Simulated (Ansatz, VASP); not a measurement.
# AlN in VASP and in Ansatz

```xyz
4
Lattice="3.1130 0.0000 0.0000 -1.5565 2.6959 0.0000 0.0000 0.0000 4.9910" Properties=species:S:1:pos:R:3 pbc="T T T"
Al    0.0000    1.7973   -0.0037
Al    1.5565    0.8986    2.4917
N     0.0000    1.7973    1.9003
N     1.5565    0.8986    4.3958
```

Alike in both runs: functional LDA; k mesh 9 × 9 × 6; no spin polarisation.

Ansatz relaxed the structure, and its values are those at the end. VASP's run is a single point on that final structure, the one shown.

|  | VASP | Ansatz |
| --- | --- | --- |
| version | VASP 6.6.1 | Ansatz 0.2.0 |
| potentials or method | VASP PAW LDA potentials, release 64 (Al, N) | scalar-relativistic, plane waves, PAW |
| plane-wave cutoff (eV) | 520 | 420 |
| occupations | gaussian, width 0.01 eV | fixed |
| valence electrons in the cell | 16 | 16 |

|  | VASP | Ansatz | Ansatz less VASP |
| --- | --- | --- | --- |
| gap on the k mesh at the Fermi level (eV) | 4.21 | 4.20 | -0.006 |
| least direct gap on the mesh (eV) | 4.21 | 4.20 | -0.006 |
| pressure (GPa) | -4.5 | -5.0 | -0.53 |

LDA's correlation is that of Perdew and Zunger in VASP and of Perdew and Wang (1992) in Ansatz. Ansatz's warnings: stress scf threshold loose.
